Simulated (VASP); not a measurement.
CuAs, 4 atoms in the cell. It takes space group P6_3/mmc (No. 194, hexagonal). The conventional cell has a = 3.724 Å, b = 3.724 Å, c = 5.404 Å, α = 90.00°, β = 90.00°, γ = 120.00°. Cu (site symmetry -3m) has 6 As at 2.54 Å and 2 Cu at 2.70 Å within 3.4 Å. As (site symmetry -6m2) has 6 Cu at 2.54 Å within 3.4 Å.  This cell differs from its parent crystal: volume 16.228 Å^3 an atom, c/a of the conventional cell 1.4511.

- Program: VASP 6.6.1
- Task: single point
- Functional: LDA
- Potentials or basis: VASP PAW LDA potentials, release 64 (Cu, As)
- Cutoff: 520 eV
- k mesh: 15 × 15 × 10
- Occupations: gaussian, width 0.15 eV
- Spin: no spin polarisation
- Dipole correction: no
- Further INCAR settings: ALGO = Normal; EDIFF = 1e-07; NBANDS = 24

Potentials or basis: VASP PAW LDA potentials, release 64 (Cu, As).

The run is started by

```console
$ cat potpaw_LDA.64/Cu/POTCAR potpaw_LDA.64/As/POTCAR > POTCAR
$ mpirun -np 1 vasp_std > vasp.out
```

Hardware: 1 thread of Intel(R) Xeon(R) Platinum 8488C (Sapphire Rapids), on a shared host.

**Question.** How long does it take, and how much memory?

**Answer.** It took 3.8 min on 1 thread of Intel(R) Xeon(R) Platinum 8488C (Sapphire Rapids), on a shared host, peak memory 0.32 GiB. Counts: scf iterations 15, k points 162.
